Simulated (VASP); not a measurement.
The system is NaI.

```xyz
2
Lattice="0.0000 3.2297 3.2297 3.2297 0.0000 3.2297 3.2297 3.2297 0.0000" Properties=species:S:1:pos:R:3 pbc="T T T"
Na    0.0000    0.0000    0.0000
I     3.2297    3.2297    3.2297
```

Base run:

```yaml
Program: VASP 6.6.1
Functional: r2SCAN
Potentials_or_basis: VASP PAW PBE potentials, release 64 (Na_pv, I)
Cutoff: 520 eV
k_mesh: 8 × 8 × 8
Occupations: gaussian, width 0.01 eV
Spin: no spin polarisation
```

Its results: band gap on the k mesh 4.46 eV; pressure -0.1 GPa.

Q: The run is repeated on the same cell with these changes: functional from r2SCAN to PBE; occupations from gaussian, width 0.01 eV to fermi-dirac, width 0.02 eV. What comes out?

A: Band gap on the k mesh 3.66 eV; pressure 0.6 GPa.

Caveats: spin-orbit coupling is left out, which moves the levels of the heavy elements; the PAW data sets were made with another functional, which shifts forces and pressure a little (at least some runs).

